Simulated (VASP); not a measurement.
# Hf in VASP: a series of runs, part 3 of 3

VASP 6.6.1. Earlier steps stand in the parts before.

### 5 Electric field gradients, PBE (volume scaled by 0.95)

Input file INCAR:

```
  PREC = Accurate
  ENCUT = 520
  EDIFF = 1E-8
  ISMEAR = -1
  SIGMA = 0.08
  LREAL = F
  LASPH = T
  NELM = 80
  ALGO = Normal
  ISIF = 2
  LWAVE = F
  LCHARG = F
  GGA = PE
  LEFG = T
  NBANDS = 11
```

Input file KPOINTS:

```
Automatic mesh
0
Gamma
  16 16 16
```

Input file POSCAR:

```
Hf
1.0
   -1.7744008684      1.7744008684      1.7744008684
    1.7744008684     -1.7744008684      1.7744008684
    1.7744008684      1.7744008684     -1.7744008684
Hf
1
Direct
    0.0000000000      0.0000000000      0.0000000000
```

Potentials or basis: VASP PAW PBE potentials, release 64 (Hf_pv).

Launch:

```console
$ cat potpaw_PBE.64/Hf_pv/POTCAR > POTCAR
$ mpirun -np 1 vasp_std > vasp.out
```

OUTCAR:

```text
PREC = Accurate
   ENCUT = 520
   EDIFF = 1E-8
   ISMEAR = -1
   LREAL = F
   LASPH = T
   NELM = 80
   ISIF = 2
   GGA = PE

 ion  position               nearest neighbor table
   1  0.000  0.000  0.000-

  LATTYP: Found a body centered cubic cell.
 ALAT       =     3.5488017368

  Lattice vectors:

 A1 = (  -1.7744008684,   1.7744008684,   1.7744008684)
 A2 = (   1.7744008684,  -1.7744008684,   1.7744008684)
 A3 = (   1.7744008684,   1.7744008684,  -1.7744008684)

Analysis of symmetry for initial positions (statically):
=====================================================================
 Subroutine PRICEL returns:
 Original cell was already a primitive cell.

 Routine SETGRP: Setting up the symmetry group for a
 body centered cubic supercell.

 Subroutine GETGRP returns: Found 48 space group operations
 (whereof 48 operations were pure point group operations)
 out of a pool of 48 trial point group operations.

The static configuration has the point symmetry O_h .

Analysis of symmetry for dynamics (positions and initial velocities):
=====================================================================
 Subroutine PRICEL returns:
 Original cell was already a primitive cell.

 Routine SETGRP: Setting up the symmetry group for a
 body centered cubic supercell.

 Subroutine GETGRP returns: Found 48 space group operations
 (whereof 48 operations were pure point group operations)
 out of a pool of 48 trial point group operations.

The dynamic configuration has the point symmetry O_h .

 Subroutine INISYM returns: Found 48 space group operations
[... 148 lines left out ...]

 k-point     1 :       0.0000    0.0000    0.0000
  band No.  band energies     occupation
      1     -25.2455      2.00000
      2     -25.2455      2.00000
      3     -25.2455      2.00000
      4      -2.4573      2.00000
      5       6.1142      0.00000
      6       6.1142      0.00000
      7       6.1142      0.00000
      8       8.8973      0.00000
      9       8.8973      0.00000
     10      17.8733      0.00000
     11      17.8733      0.00000
[... 309 lines left out ...]
 k-point    24 :       0.2500    0.1875   -0.0000
  band No.  band energies     occupation
      1     -25.8901      2.00000
      2     -25.5116      2.00000
      3     -25.3155      2.00000
      4       1.4184      2.00000
      5       4.1270      1.99303
      6       4.6261      0.71619
      7       8.3159      0.00000
      8       9.6200      0.00000
      9      11.0450      0.00000
     10      15.5914      0.00000
     11      17.8582      0.00000

 [... further k-points ...]
[... 5 lines left out ...]
  --------------------------------------------------------------------------------------
  -------------------------------------------------------------------------------------
  Total       -0.0658722     -0.0658722     -0.0658722     -0.0000000      0.0000000     -0.0000000
  in kB       -4.7227769     -4.7227769     -4.7227769     -0.0000000      0.0000000     -0.0000000
  external PRESSURE =      -4.7227769 kB  Pullay stress =       0.0000000 kB

 VOLUME and BASIS-vectors are now :
 -----------------------------------------------------------------------------
  energy-cutoff  :      520.00
  volume of cell :       22.35
      direct lattice vectors                 reciprocal lattice vectors
    -1.774400868  1.774400868  1.774400868     0.000000000  0.281785254  0.281785254
     1.774400868 -1.774400868  1.774400868     0.281785254  0.000000000  0.281785254
     1.774400868  1.774400868 -1.774400868     0.281785254  0.281785254  0.000000000

 POSITION                                       TOTAL-FORCE (eV/Angst)
 -----------------------------------------------------------------------------------
      0.00000      0.00000      0.00000         0.000000      0.000000      0.000000
 -----------------------------------------------------------------------------------
    total drift:                               -0.000000      0.000000      0.000000

  FREE ENERGIE OF THE ION-ELECTRON SYSTEM (eV)
  ---------------------------------------------------
  free  energy   TOTEN  =        -9.7634647543 eV

  energy  without entropy=       -9.7232942198  energy(sigma->0) =       -9.74337949

 Electric field gradients (V/A^2)
---------------------------------------------------------------------
 ion       V_xx      V_yy      V_zz      V_xy      V_xz      V_yz
---------------------------------------------------------------------
   1      -0.000     0.000     0.000    -0.000    -0.000    -0.000
---------------------------------------------------------------------

 Electric field gradients after diagonalization (V/A^2)
 (convention: |V_zz| > |V_xx| > |V_yy|)
----------------------------------------------------------------------
 ion       V_xx      V_yy      V_zz     asymmetry (V_yy - V_xx)/ V_zz
----------------------------------------------------------------------
   1       0.000     0.000    -0.001       0.000
----------------------------------------------------------------------

           NMR quadrupolar parameters

 Cq : quadrupolar parameter    Cq=e*Q*V_zz/h
 eta: asymmetry parameters     (V_yy - V_xx)/ V_zz
 Q  : nuclear electric quadrupole moment in mb (millibarn)
----------------------------------------------------------------------
 ion       Cq(MHz)       eta       Q (mb)
----------------------------------------------------------------------
   1      -0.000       0.000       1.000
----------------------------------------------------------------------
```

stdout:

```text
POSCAR found type information on POSCAR Hf
 POSCAR found :  1 types and       1 ions
 scaLAPACK will be used
 LDA part: xc-table for (Slater+PW92), standard interpolation
 POSCAR, INCAR and KPOINTS ok, starting setup
 FFT: planning ... GRIDC
 FFT: planning ... GRID_SOFT
 FFT: planning ... GRID
 WAVECAR not read
 entering main loop
ion   1
```

It took 38 s on 1 thread of AMD EPYC 7R43 (Zen 3), shared host; peak memory 0.12 GiB.

What came out:

| Quantity | Value |
| --- | --- |
| Free energy | -9.7635 eV |
| Pressure | -0.5 GPa |
| Band gap on the k mesh | zero (band 5 reaches 6.11 eV, above the bottom of band 6 at 3.84 eV) |

Caveat: without QUAD_EFG the Cq values of the log hold for a quadrupole moment of 1 mb, not for the nuclei; spin-orbit coupling is left out, which moves the levels of the heavy elements.

### 6 Electric field gradients, PBE

Input file INCAR:

```
PREC = Accurate
ENCUT = 520
EDIFF = 1E-8
ISMEAR = -1
SIGMA = 0.08
LREAL = F
LASPH = T
NELM = 100
ALGO = Normal
ISIF = 2
LWAVE = F
LCHARG = F
GGA = PE
LEFG = T
NBANDS = 11
```

Input file KPOINTS:

```
regular mesh
0
Gamma
  16 16 16
```

Input file POSCAR:

```
Hf
1.0
   -1.8050000000      1.8050000000      1.8050000000
    1.8050000000     -1.8050000000      1.8050000000
    1.8050000000      1.8050000000     -1.8050000000
Hf
1
Direct
    0.0000000000      0.0000000000      0.0000000000
```

Potentials or basis: VASP PAW PBE potentials, release 64 (Hf_pv).

Launch:

```console
$ cat potpaw_PBE.64/Hf_pv/POTCAR > POTCAR
$ mpirun -np 1 vasp_std > vasp.out
```

OUTCAR:

```text
PREC = Accurate
   ENCUT = 520
   EDIFF = 1E-8
   ISMEAR = -1
   LREAL = F
   LASPH = T
   NELM = 100
   ISIF = 2
   GGA = PE

 ion  position               nearest neighbor table
   1  0.000  0.000  0.000-

  LATTYP: Found a body centered cubic cell.
 ALAT       =     3.6100000000

  Lattice vectors:

 A1 = (  -1.8050000000,   1.8050000000,   1.8050000000)
 A2 = (   1.8050000000,  -1.8050000000,   1.8050000000)
 A3 = (   1.8050000000,   1.8050000000,  -1.8050000000)

Analysis of symmetry for initial positions (statically):
=====================================================================
 Subroutine PRICEL returns:
 Original cell was already a primitive cell.

 Routine SETGRP: Setting up the symmetry group for a
 body centered cubic supercell.
[... 516 lines left out ...]
  in kB      -51.3672525    -51.3672525    -51.3672525      0.0000000     -0.0000000     -0.0000000
  external PRESSURE =     -51.3672525 kB  Pullay stress =       0.0000000 kB

 VOLUME and BASIS-vectors are now :
 -----------------------------------------------------------------------------
  energy-cutoff  :      520.00
  volume of cell :       23.52
      direct lattice vectors                 reciprocal lattice vectors
    -1.805000000  1.805000000  1.805000000     0.000000000  0.277008310  0.277008310
     1.805000000 -1.805000000  1.805000000     0.277008310  0.000000000  0.277008310
     1.805000000  1.805000000 -1.805000000     0.277008310  0.277008310  0.000000000

 POSITION                                       TOTAL-FORCE (eV/Angst)
 -----------------------------------------------------------------------------------
      0.00000      0.00000      0.00000        -0.000000     -0.000000      0.000000
 -----------------------------------------------------------------------------------
    total drift:                               -0.000000      0.000000      0.000000

  FREE ENERGIE OF THE ION-ELECTRON SYSTEM (eV)
  ---------------------------------------------------
  free  energy   TOTEN  =        -9.7423827282 eV

  energy  without entropy=       -9.6983363943  energy(sigma->0) =       -9.72035956

 Electric field gradients (V/A^2)
---------------------------------------------------------------------
 ion       V_xx      V_yy      V_zz      V_xy      V_xz      V_yz
---------------------------------------------------------------------
   1       0.000     0.000    -0.000    -0.000    -0.000    -0.000
---------------------------------------------------------------------

 Electric field gradients after diagonalization (V/A^2)
 (convention: |V_zz| > |V_xx| > |V_yy|)
----------------------------------------------------------------------
 ion       V_xx      V_yy      V_zz     asymmetry (V_yy - V_xx)/ V_zz
----------------------------------------------------------------------
   1       0.000     0.000    -0.000       0.000
----------------------------------------------------------------------

           NMR quadrupolar parameters

 Cq : quadrupolar parameter    Cq=e*Q*V_zz/h
 eta: asymmetry parameters     (V_yy - V_xx)/ V_zz
 Q  : nuclear electric quadrupole moment in mb (millibarn)
----------------------------------------------------------------------
 ion       Cq(MHz)       eta       Q (mb)
----------------------------------------------------------------------
   1      -0.000       0.000       1.000
----------------------------------------------------------------------
```

OSZICAR:

```text
N       E                     dE             d eps       ncg     rms          rms(c)
DAV:   1     0.123913990730E+02    0.12391E+02   -0.56814E+03  3190   0.834E+02
DAV:   2    -0.967848120025E+01   -0.22070E+02   -0.21274E+02  4139   0.151E+02
DAV:   3    -0.101190613904E+02   -0.44058E+00   -0.43540E+00  4025   0.146E+01
DAV:   4    -0.101210344642E+02   -0.19731E-02   -0.19704E-02  3653   0.115E+00
DAV:   5    -0.101210472497E+02   -0.12785E-04   -0.12785E-04  4022   0.800E-02    0.441E+01
DAV:   6    -0.983576376740E+01    0.28528E+00   -0.24717E-01  3523   0.364E+00    0.254E+01
DAV:   7    -0.974649481401E+01    0.89269E-01   -0.32981E-01  3613   0.406E+00    0.110E+00
DAV:   8    -0.974238203331E+01    0.41128E-02   -0.22433E-02  3549   0.108E+00    0.159E-01
DAV:   9    -0.974237713564E+01    0.48977E-05   -0.29033E-04  4135   0.157E-01    0.543E-02
DAV:  10    -0.974238286402E+01   -0.57284E-05   -0.24547E-05  3747   0.385E-02    0.313E-02
DAV:  11    -0.974238281912E+01    0.44905E-07   -0.28402E-06  3804   0.125E-02    0.181E-03
DAV:  12    -0.974238278174E+01    0.37379E-07   -0.43715E-08  3820   0.197E-03    0.256E-03
DAV:  13    -0.974238272283E+01    0.58911E-07   -0.15738E-09  2282   0.349E-04    0.996E-05
DAV:  14    -0.974238272823E+01   -0.54016E-08   -0.18730E-10  2030   0.126E-04
   1 F= -.97423827E+01 E0= -.97203596E+01  d E =-.440463E-01
```

stdout:

```text
POSCAR found type information on POSCAR Hf
 POSCAR found :  1 types and       1 ions
 scaLAPACK will be used
 LDA part: xc-table for (Slater+PW92), standard interpolation
 POSCAR, INCAR and KPOINTS ok, starting setup
 FFT: planning ... GRIDC
 FFT: planning ... GRID_SOFT
 FFT: planning ... GRID
 WAVECAR not read
 entering main loop
ion   1
```

Wall time 45 s (1 thread of AMD EPYC 7R43 (Zen 3), shared host); peak memory 0.13 GiB.

What came out:

| Quantity | Value |
| --- | --- |
| Free energy | -9.7424 eV |
| Pressure | -5.1 GPa |
| Band gap on the k mesh | zero (band 5 reaches 5.73 eV, above the bottom of band 6 at 3.55 eV) |

Levels at points of the mesh, in eV from the Fermi level:
```csv
k point,band 3,band 4,band 5,band 6,band 7,band 8
"(0.00, 0.00, 0.00)",-30.03,-6.87,1.48,1.48,1.48,4.12
"(0.50, 0.00, 0.00)",-30.03,-3.22,-0.41,0.89,3.93,4.88
"(0.50, 0.50, 0.50)",-30.52,-2.36,-2.36,6.40,6.40,6.40
```

Caveat: without QUAD_EFG the Cq values of the log hold for a quadrupole moment of 1 mb, not for the nuclei; spin-orbit coupling is left out, which moves the levels of the heavy elements.

### 7 Overview

| spin | cell | smearing | gap on the mesh (eV) | pressure (GPa) |
| --- | --- | --- | --- | --- |
| off | a = 3.111, b = 3.111, c = 3.142 Å, angles 109.5, 109.5, 109.1°, 1 atom | fermi-dirac 0.08 eV | none | -5.1 |
| off | a = 3.111, b = 3.111, c = 3.142 Å, angles 109.5, 109.5, 109.1°, 1 atom | methfessel-paxton 0.05 eV | none | -5.6 |
| collinear, ferromagnetic start | a = 3.127 Å, angles 110.1, 110.1, 108.3°, 1 atom | fermi-dirac 0.08 eV | none | -5.1 |
| off | a = 3.073 Å, angles 109.5°, 1 atom | fermi-dirac 0.08 eV | none | -0.5 |
| off | a = 3.126 Å, angles 109.5°, 1 atom | fermi-dirac 0.08 eV | none | -5.1 |

Alike in all rows: task electric field gradients; level PBE; potentials or basis VASP PAW PBE potentials, release 64 (Hf_pv); k mesh 16 × 16 × 16; cutoff (eV) 520.

Caveats: spin-orbit coupling is left out, which moves the levels of the heavy elements.

Total energies depend on the potentials used, so only differences within one code and one set of settings carry meaning.
